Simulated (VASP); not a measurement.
# CoSi (WC type) (P-6m2) in VASP: further runs

Runs on CoSi (WC type). Level: PBE. Tasks: single point.

Everything below comes from runs of VASP 6.6.1. Logs are shortened: lines on timing, memory, paths and dates and some standing lists are left out, and cuts for length are marked.

## (1) The cell of the first run

The structure is hexagonal, space group P-6m2 (No. 187). The conventional cell has a = 3.280 Å, b = 3.280 Å, c = 2.521 Å, α = 90.00°, β = 90.00°, γ = 120.00°. Co (site symmetry -6m2) has 6 Si at 2.27 Å and 2 Co at 2.52 Å within 3.0 Å. Within 3.0 Å of Si (site symmetry -6m2) lie 6 Co at 2.27 Å and 2 Si at 2.52 Å.

## (2) Single point, PBE (11.75 Å³/atom)

File POSCAR:

```
CoSi
1.0
    3.2798285676      0.0000000000      0.0000000000
   -1.6399142838      2.8404148596      0.0000000000
    0.0000000000      0.0000000000      2.5214488919
Co Si
1 1
Direct
    0.0000000000      0.0000000000      0.0000000000
    0.3333333333      0.6666666667      0.5000000000
```

File INCAR.step1:

```
SYSTEM = CoSi
ALGO = Normal
EDIFF = 1E-6
ENCUT = 520
GGA = PE
GGA_COMPAT = .FALSE.
ISIF = 2
ISMEAR = -1
LASPH = .TRUE.
LCHARG = .TRUE.
LMAXMIX = 4
LORBIT = 11
LREAL = .FALSE.
LWAVE = .FALSE.
NBANDS = 14
NEDOS = 2001
NELM = 120
PREC = Accurate
SIGMA = 0.05
```

File KPOINTS.step1:

```
k-points
0
G
  16 16 14
  0 0 0
```

File INCAR.step2:

```
SYSTEM = CoSi
ALGO = Normal
EDIFF = 1E-6
ENCUT = 520
GGA = PE
GGA_COMPAT = .FALSE.
ICHARG = 11
ISIF = 2
ISMEAR = -5
LASPH = .TRUE.
LCHARG = .FALSE.
LMAXMIX = 4
LORBIT = 10
LREAL = .FALSE.
LWAVE = .FALSE.
NEDOS = 1001
NELM = 120
PREC = Accurate
SIGMA = 0.05
```

File KPOINTS.step2:

```
k-points
0
G
  24 24 21
  0 0 0
```

Potentials or basis: VASP PAW PBE potentials, release 64 (Co, Si).

Run with:

```bash
$ cat potpaw_PBE.64/Co/POTCAR potpaw_PBE.64/Si/POTCAR > POTCAR
$ cp INCAR.step1 INCAR
$ cp KPOINTS.step1 KPOINTS
$ mpirun -np 1 vasp_std > vasp.out
$ cp INCAR.step2 INCAR
$ cp KPOINTS.step2 KPOINTS
$ mpirun -np 1 vasp_std > vasp.out
```

OUTCAR:

```text
SYSTEM = CoSi
   EDIFF = 1E-6
   ENCUT = 520
   GGA = PE
   ICHARG = 11
   ISIF = 2
   ISMEAR = -5
   LASPH = .TRUE.
   LORBIT = 10
   LREAL = .FALSE.
   NELM = 120
   PREC = Accurate

 ion  position               nearest neighbor table
   1  0.000  0.000  0.000-   2 2.27   2 2.27   2 2.27   2 2.27   2 2.27   2 2.27
   2  0.333  0.667  0.500-   1 2.27   1 2.27   1 2.27   1 2.27   1 2.27   1 2.27

  LATTYP: Found a hexagonal cell.
 ALAT       =     3.2798285676
 C/A-ratio  =     0.7687745990

  Lattice vectors:

 A1 = (   3.2798285676,   0.0000000000,   0.0000000000)
 A2 = (  -1.6399142838,   2.8404148596,   0.0000000000)
 A3 = (   0.0000000000,   0.0000000000,   2.5214488919)

Analysis of symmetry for initial positions (statically):
=====================================================================
 Subroutine PRICEL returns:
 Original cell was already a primitive cell.

 Routine SETGRP: Setting up the symmetry group for a
 hexagonal supercell.

 Subroutine GETGRP returns: Found 12 space group operations
 (whereof 12 operations were pure point group operations)
 out of a pool of 24 trial point group operations.

The static configuration has the point symmetry D_3h.

Analysis of symmetry for dynamics (positions and initial velocities):
=====================================================================
 Subroutine PRICEL returns:
 Original cell was already a primitive cell.

 Routine SETGRP: Setting up the symmetry group for a
 hexagonal supercell.

 Subroutine GETGRP returns: Found 12 space group operations
 (whereof 12 operations were pure point group operations)
 out of a pool of 24 trial point group operations.

The dynamic configuration has the point symmetry D_3h.

 Subroutine INISYM returns: Found 12 space group operations
 (whereof 12 operations are pure point group operations),
 and found     1 'primitive' translations

----------------------------------------------------------------------------------------

                                     Primitive cell

  volume of cell :      23.4900

  direct lattice vectors                    reciprocal lattice vectors
     3.279828568  0.000000000  0.000000000     0.304893984  0.176030624  0.000000000
    -1.639914284  2.840414860  0.000000000     0.000000000  0.352061248  0.000000000
     0.000000000  0.000000000  2.521448892     0.000000000  0.000000000  0.396597370

  length of vectors
     3.279828568  3.279828568  2.521448892     0.352061248  0.352061248  0.396597370

  position of ions in fractional coordinates (direct lattice)
     0.000000000  0.000000000  0.000000000
     0.333333333  0.666666667  0.500000000

  ion indices of the primitive-cell ions
   primitive index   ion index
                 1           1
                 2           2

----------------------------------------------------------------------------------------

 KPOINTS: k-points

Automatic generation of k-mesh.
 Grid dimensions read from file:
 generate k-points for:   24   24   21

 Generating k-lattice:

  Cartesian coordinates                     Fractional coordinates (reciprocal lattice)
     0.012703916  0.007334609  0.000000000     0.041666667  0.000000000  0.000000000
     0.000000000  0.014669219  0.000000000     0.000000000  0.041666667  0.000000000
     0.000000000  0.000000000  0.018885589     0.000000000  0.000000000  0.047619048

  Length of vectors
     0.014669219  0.014669219  0.018885589

  Shift w.r.t. Gamma in fractional coordinates (k-lattice)
     0.000000000  0.000000000  0.000000000

 TETIRR: Found  11988 inequivalent tetrahedra from    72576

 Subroutine IBZKPT returns following result:
 ===========================================

 Found    671 irreducible k-points:

 Following reciprocal coordinates:
            Coordinates               Weight
  0.000000  0.000000  0.000000      1.000000
  0.041667 -0.000000  0.000000      6.000000
  0.083333  0.000000  0.000000      6.000000
  0.125000  0.000000  0.000000      6.000000
  0.166667  0.000000  0.000000      6.000000
  0.208333  0.000000  0.000000      6.000000
[... 16 lines left out ...]
  0.416667  0.041667  0.000000     12.000000
  0.458333  0.041667  0.000000     12.000000
 [... further k-points ...]
   k-points           NKPTS =    671   k-points in BZ     NKDIM =    671   number of bands    NBANDS=     10
   number of dos      NEDOS =   1001   number of ions     NIONS =      2
   total plane-waves  NPLWV =  11520
   dimension x,y,z NGX =    24 NGY =   24 NGZ =   20
   dimension x,y,z NGXF=    48 NGYF=   48 NGZF=   40
   ions per type =               1   1
   NGX,Y,Z   is equivalent  to a cutoff of  12.16, 12.16, 13.19 a.u.
   NGXF,Y,Z  is equivalent  to a cutoff of  24.33, 24.33, 26.37 a.u.
 SYSTEM =  CoSi
   PREC   = accura    normal or accurate (medium, high low for compatibility)
   ISTART =      0    job   : 0-new  1-cont  2-samecut
   ICHARG =     11    charge: 1-file 2-atom 10-const
   ISPIN  =      1    spin polarized calculation?
   LNONCOLLINEAR =      F non collinear calculations
   LSORBIT =      F    spin-orbit coupling
   LASPH  =      T    aspherical Exc in radial PAW
   ENCUT  =  520.0 eV  38.22 Ry    6.18 a.u.   6.10  6.10  4.69*2*pi/ulx,y,z
   NELM   =    120;   NELMIN=  2; NELMDL=  0     # of ELM steps
   EDIFF  = 0.1E-05   stopping-criterion for ELM
   LREAL  =      F    real-space projection
   EDIFFG = 0.1E-04   stopping-criterion for IOM
   NSW    =      0    number of steps for IOM
   IBRION =     -1    ionic relax: 0-MD 1-quasi-New 2-CG
   NFREE  =      0    steps in history (QN), initial steepest desc. (CG)
   ISIF   =      2    stress and relaxation
   ISYM   =      2    0-nonsym 1-usesym 2-fastsym
   POTIM  = 0.5000    time-step for ionic-motion
   TEBEG  =    0.0;   TEEND  =   0.0 temperature during run
   PSTRESS=    0.0 pullay stress
   NELECT =      13.0000    total number of electrons
   NUPDOWN=      -1.0000    fix difference up-down
   EMIN   =  10.00;   EMAX   =-10.00  energy-range for DOS
   EFERMI =   0.00;   METHOD = LEGACY
   ISMEAR =    -5;   SIGMA  =   0.05  broadening in eV -4-tet -1-fermi 0-gaus
   EFERMI_NEDOS =   21; number of points for ismear=-14 and -15
   IALGO  =     38    algorithm
   IMIX   =      4    mixing-type and parameters
     AMIX     =   0.40;   BMIX     =  1.00
     AMIX_MAG =   1.60;   BMIX_MAG =  1.00
  volume/ion in A,a.u.               =      11.75        79.26
  Fermi-wavevector in a.u.,A,eV,Ry     =   1.344090  2.539961 24.579974  1.806577
  Thomas-Fermi vector in A             =   2.472111
   LORBIT       =     10    0 simple, 1 ext, 2 COOP (PROOUT), +10 PAW based schemes
   GGA     = PE    functional components
   LHFCALC =     F    Hartree Fock is set to
   AEXX    =    0.0000 exact exchange contribution
   IVDW    =     0    specifies the selected vdW correction
   LEPSILON=     F    determine dielectric tensor
   LRPA    =     F    only Hartree local field effects (RPA)
 non-spin polarized calculation
 Fermi weights with tetrahedron method with Bloechl corrections
  energy-cutoff  :      520.00
  volume of cell :       23.49
 maximum number of plane-waves:       654

 number of electron      12.9999996 magnetization

 Free energy of the ion-electron system (eV)
  ---------------------------------------------------
  ext. energy  EPLUGINS =         0.00000000
  ---------------------------------------------------
  free energy    TOTEN  =       -13.20403363 eV

  energy without entropy =      -13.20403363  energy(sigma->0) =      -13.20403363

 E-fermi :  10.7615     XC(G=0): -12.3271

 val. band max:       10.7708367618   @ k =   0.2917   0.2917   0.3333
 cond. band min:      10.7203134125   @ k =   0.4583   0.0833   0.0000
 fundamental gap:     -0.0505233493
 Fermi energy:        10.7615498847

 k-point     1 :       0.0000    0.0000    0.0000
  band No.  band energies     occupation
      1      -2.1156      2.00000
      2       7.2672      2.00000
      3       7.5303      2.00000
      4       7.5303      2.00000
      5       9.8019      2.00000
      6       9.8019      2.00000
      7      14.9936      0.00000
      8      14.9937      0.00000
      9      17.0205      0.00000
     10      18.4321      0.00000

 k-point     2 :       0.0417   -0.0000    0.0000
  band No.  band energies     occupation
      1      -2.0858      2.00000
      2       7.2225      2.00000
      3       7.5392      2.00000
      4       7.5451      2.00000
      5       9.7936      2.00000
      6       9.8002      2.00000
      7      14.7538      0.00000
      8      14.8656      0.00000
      9      17.0192      0.00000
     10      18.6010      0.00000

 k-point     3 :       0.0833    0.0000    0.0000
  band No.  band energies     occupation
      1      -1.9964      2.00000
      2       7.0991      2.00000
      3       7.5560      2.00000
      4       7.5893      2.00000
      5       9.7694      2.00000
      6       9.7952      2.00000
      7      14.1699      0.00000
      8      14.5376      0.00000
      9      17.0105      0.00000
     10      19.0615      0.00000

 k-point     4 :       0.1250    0.0000    0.0000
  band No.  band energies     occupation
      1      -1.8487      2.00000
      2       6.9091      2.00000
      3       7.5703      2.00000
      4       7.6624      2.00000
      5       9.7316      2.00000
      6       9.7871      2.00000
      7      13.4396      0.00000
      8      14.1054      0.00000
      9      16.9938      0.00000
     10      19.2130      0.00000
[... 222 lines left out ...]
 k-point    22 :       0.3750    0.0417    0.0000
  band No.  band energies     occupation
      1       0.2457      2.00000
      2       4.4406      2.00000
      3       7.3842      2.00000
      4       8.6787      2.00000
      5       9.4067      2.00000
      6       9.7081      2.00000
      7       9.8991      2.00000
      8      11.2498      0.00000
      9      17.0435      0.00000
     10      21.4329      0.00000

 k-point    23 :       0.4167    0.0417    0.0000
  band No.  band energies     occupation
      1       0.5809      2.00000
      2       4.0531      2.00000
      3       7.3390      2.00000
      4       8.8358      2.00000
      5       9.3811      2.00000
      6       9.7015      2.00000
      7       9.7443      2.00000
      8      10.9996      0.00000
      9      17.0340      0.00000
     10      21.7284      0.00000

 k-point    24 :       0.4583    0.0417    0.0000
  band No.  band energies     occupation
      1       0.7893      2.00000
      2       3.8158      2.00000
      3       7.3135      2.00000
      4       8.9318      2.00000
      5       9.3680      2.00000
      6       9.6707      2.00000
      7       9.6980      2.00000
      8      10.8581     -0.00473
      9      17.0292      0.00000
     10      21.8958      0.00000

 [... further k-points ...]
[... 5 lines left out ...]
  --------------------------------------------------------------------------------------
  -------------------------------------------------------------------------------------
  Total        1.8114716      1.8114716      1.8602104      0.0000000     -0.0000000      0.0000000
  in kB      123.5546294    123.5546294    126.8789471      0.0000000     -0.0000000      0.0000000
  external PRESSURE =     124.6627353 kB  Pullay stress =       0.0000000 kB

 VOLUME and BASIS-vectors are now :
 -----------------------------------------------------------------------------
  energy-cutoff  :      520.00
  volume of cell :       23.49
      direct lattice vectors                 reciprocal lattice vectors
     3.279828568  0.000000000  0.000000000     0.304893984  0.176030624  0.000000000
    -1.639914284  2.840414860  0.000000000     0.000000000  0.352061248  0.000000000
     0.000000000  0.000000000  2.521448892     0.000000000  0.000000000  0.396597370

 POSITION                                       TOTAL-FORCE (eV/Angst)
 -----------------------------------------------------------------------------------
      0.00000      0.00000      0.00000         0.000000      0.000000      0.000000
     -0.00000      1.89361      1.26072        -0.000000     -0.000000      0.000000
 -----------------------------------------------------------------------------------
    total drift:                               -0.000053      0.000031      0.000000

  FREE ENERGIE OF THE ION-ELECTRON SYSTEM (eV)
  ---------------------------------------------------
  free  energy   TOTEN  =       -13.2040336316 eV

  energy  without entropy=      -13.2040336316  energy(sigma->0) =      -13.20403363

 total charge

# of ion       s       p       d       tot
------------------------------------------
    1        0.522   0.609   7.593   8.724
    2        0.754   0.928   0.000   1.682
--------------------------------------------------
tot          1.276   1.537   7.593  10.406
```

It took 61 s on 1 thread of Intel Xeon Platinum 8488C (Sapphire Rapids), shared host; peak memory 0.3 GiB.

What came out:

```yaml
Valence_electrons_inside_the_program's_atomic_spheres: Co 8.72; Si 1.68
```

Caveat: the run has no spin polarisation, though such a crystal can be magnetic; tetrahedron occupations give inexact forces and stress in metals. Spin polarisation is off, so any magnetic state and its effect on volume and gap are missing.

## (3) Single point, PBE

This run uses another cell than the first one, of 12.49 Å³/atom.

File POSCAR:

```
CoSi
1.0
    3.3652478357      0.0000000000      0.0000000000
   -1.6826239178      2.9143901157      0.0000000000
    0.0000000000      0.0000000000      2.5479476309
Co Si
1 1
Direct
    0.0000000000      0.0000000000      0.0000000000
    0.3333333333      0.6666666667      0.5000000000
```

File INCAR.step1:

```
PREC     = Accurate       # precision mode
ENCUT    = 520            # plane-wave cutoff, eV
EDIFF    = 1E-6           # SCF threshold, eV
ISMEAR   = -1             # smearing method
SIGMA    = 0.05           # smearing width, eV
LREAL    = F              # projectors in reciprocal space
LASPH    = T              # aspherical terms in the spheres
NELM     = 120            # most SCF steps
ALGO     = Normal         # electronic algorithm
ISIF     = 2              # what is computed and relaxed
LWAVE    = F              # write WAVECAR
LCHARG   = T              # write CHGCAR
LMAXMIX  = 4              # l up to which the mixer works
GGA      = PE             # functional
NBANDS   = 14             # bands
GGA_COMPAT= F            
NEDOS    = 2001           # points of the DOS
LORBIT   = 11             # projections on sites
```

File KPOINTS.step1:

```
Automatic mesh
0
Gamma
  16 16 14
```

File INCAR.step2:

```
PREC     = Accurate       # precision mode
ENCUT    = 520            # plane-wave cutoff, eV
EDIFF    = 1E-6           # SCF threshold, eV
ISMEAR   = -5             # smearing method
SIGMA    = 0.05           # smearing width, eV
LREAL    = F              # projectors in reciprocal space
LASPH    = T              # aspherical terms in the spheres
NELM     = 120            # most SCF steps
ALGO     = Normal         # electronic algorithm
ISIF     = 2              # what is computed and relaxed
LWAVE    = F              # write WAVECAR
LCHARG   = F              # write CHGCAR
LMAXMIX  = 4              # l up to which the mixer works
GGA      = PE             # functional
LORBIT   = 11             # projections on sites
NEDOS    = 2001           # points of the DOS
ICHARG   = 11             # starting density
GGA_COMPAT= F
```

File KPOINTS.step2:

```
Automatic mesh
0
Gamma
  24 24 21
```

Potentials or basis: VASP PAW PBE potentials, release 64 (Co, Si).

Run with:

```bash
$ cat potpaw_PBE.64/Co/POTCAR potpaw_PBE.64/Si/POTCAR > POTCAR
$ cp INCAR.step1 INCAR
$ cp KPOINTS.step1 KPOINTS
$ mpirun -np 1 vasp_std > vasp.out
$ cp INCAR.step2 INCAR
$ cp KPOINTS.step2 KPOINTS
$ mpirun -np 1 vasp_std > vasp.out
```

It took 97 s on 1 thread of Intel Xeon Platinum 8488C (Sapphire Rapids), shared host; peak memory 0.32 GiB.

The run converged. Its results:

```
Valence electrons inside the program's atomic spheres : Co 8.58; Si 1.64
```

Levels at points of the mesh, in eV from the Fermi level:
```
           k point  band 3  band 4  band 5  band 6  band 7  band 8  band 9  band 10
(0.00, 0.00, 0.00)   -3.03   -3.03   -0.82   -0.82    3.88    3.88    5.98     7.36
(0.50, 0.00, 0.00)   -3.10   -1.75   -1.20   -1.03   -0.91    0.08    5.78    10.81
```

Caveat: the run has no spin polarisation, though such a crystal can be magnetic; tetrahedron occupations give inexact forces and stress in metals.
